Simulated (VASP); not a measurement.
Set up this calculation in VASP 6.6.1, as the native input.

- Task: single point
- Functional: PBEsol
- Potentials or basis: VASP PAW PBE potentials, release 64 (Si, Mo_sv)
- Cutoff: 520 eV
- k mesh: 12 × 12 × 6
- Occupations: gaussian, width 0.1 eV
- Spin: no spin polarisation
- Dipole correction: no
- Further INCAR settings: ALGO = Normal; EDIFF = 1e-06; NBANDS = 31

The structure of Si2Mo lies in POSCAR:

```
Si2Mo
1.0
    3.0465170139      0.0000000000      0.0000000000
    0.0000000000      3.2259584610      0.0000000000
    0.0000000000      0.0000000000      7.9093745840
Si Mo
4 2
Direct
    0.0000000000      0.0000000000      0.3349767209
    0.5000000000      0.5000000000      0.1650232791
    0.5000000000      0.5000000000      0.8349767209
    0.0000000000      0.0000000000      0.6650232791
    0.0000000000      0.0000000000      0.0000000000
    0.5000000000      0.5000000000      0.5000000000
```

This cell differs from its parent crystal: uniaxial strain along a: -4.5 %.

The input as run:

INCAR

```
SYSTEM = Si2Mo
PREC = Accurate
ENCUT = 520
EDIFF = 1E-6
ISMEAR = 0
SIGMA = 0.1
LREAL = .False.
LASPH = .True.
NELM = 100
ALGO = Normal
ISIF = 2
LWAVE = .False.
LCHARG = .False.
GGA = PS
NBANDS = 31
```

KPOINTS

```
regular mesh
0
Gamma
  12 12 6
  0 0 0
```

Potentials or basis: VASP PAW PBE potentials, release 64 (Si, Mo_sv).

The run is started by

```sh
$ cat potpaw_PBE.64/Si/POTCAR potpaw_PBE.64/Mo_sv/POTCAR > POTCAR
$ mpirun -np 1 vasp_std > vasp.out
```

Results of the run:

The pressure is 5.7 GPa, the largest force is 0.012 eV/Å and the band gap on the k mesh is zero (bands 22 and 23 overlap by 0.94 eV).

Caveat: the cell differs from its parent crystal (uniaxial strain along a: -4.5 %); the cell stands under pressure; the PAW data sets were made with another functional, which shifts forces and pressure a little.

It took 3 min on 1 thread of AMD EPYC 9R45 96-Core Processor (Zen 5), with other jobs on the host, peak memory 0.42 GiB.
